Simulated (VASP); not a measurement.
Here is a VASP 6.6.1 calculation.

File INCAR:

```
SYSTEM = BIr12
PREC = Accurate
ENCUT = 420
EDIFF = 1E-6
ISMEAR = 0
SIGMA = 0.05
LREAL = .FALSE.
LASPH = .TRUE.
NELM = 120
ALGO = Normal
ISIF = 2
LWAVE = .FALSE.
LCHARG = .FALSE.
GGA = PE
NBANDS = 116
GGA_COMPAT = .FALSE.
NELMDL = -8
```

File KPOINTS:

```
Automatic mesh
0
G
  4 4 1
  0 0 0
```

Contents of POSCAR:

```
BIr12
1.0
    5.4305800000      0.0000000000      0.0000000000
    2.7152900000      4.7030200000      0.0000000000
    0.0000000000      0.0000000000     15.4340500000
Ir B
12 1
Direct
    0.1666666312      0.1666667375      0.0647918077
    0.6666666312      0.1666667375      0.0647918077
    0.1666666312      0.6666667375      0.0647918077
    0.6666666312      0.6666667375      0.0647918077
   -0.1664952444      0.3329890156      0.2068848423
    0.3333311097      0.3333326246      0.2054999822
   -0.1664928718      0.8335061301      0.2068909327
    0.3329913606      0.8335031533      0.2068813435
    0.0000145890      0.0000021263      0.3472143086
    0.4973294508      0.0053676149      0.3556220823
    0.0053740753      0.4973202325      0.3556228598
    0.4973248527      0.4973132158      0.3556259699
    0.6666541818      0.6666629102      0.4382495197
```

Potentials or basis: VASP PAW PBE potentials, release 64 (Ir_sv_GW, B).

Command:

```sh
$ cat potpaw_PBE.64/Ir_sv_GW/POTCAR potpaw_PBE.64/B/POTCAR > POTCAR
$ mpirun -np 1 vasp_std > vasp.out
```

**Question.** What does it give for the band gap on the k mesh?

**Answer.** Zero (an odd number of electrons rules out a gap without spin polarisation).

**Question.** Predict the largest force.

**Answer.** 0.391 eV/Å.

Forces in eV/Å, atoms in the order of the input:
```
Ir  -0.089 -0.051 -0.145
Ir   0.089 -0.051 -0.145
Ir   0.000  0.102 -0.145
Ir   0.000  0.000  0.391
Ir   0.000  0.009  0.016
Ir   0.000  0.000 -0.011
Ir  -0.008 -0.004  0.016
Ir   0.007 -0.004  0.016
Ir   0.000  0.000 -0.009
Ir   0.000  0.007  0.003
Ir   0.006 -0.003  0.003
Ir  -0.006 -0.004  0.002
B    0.000  0.000  0.008
```

Caveat: spin-orbit coupling is left out, which moves the levels of the heavy elements.
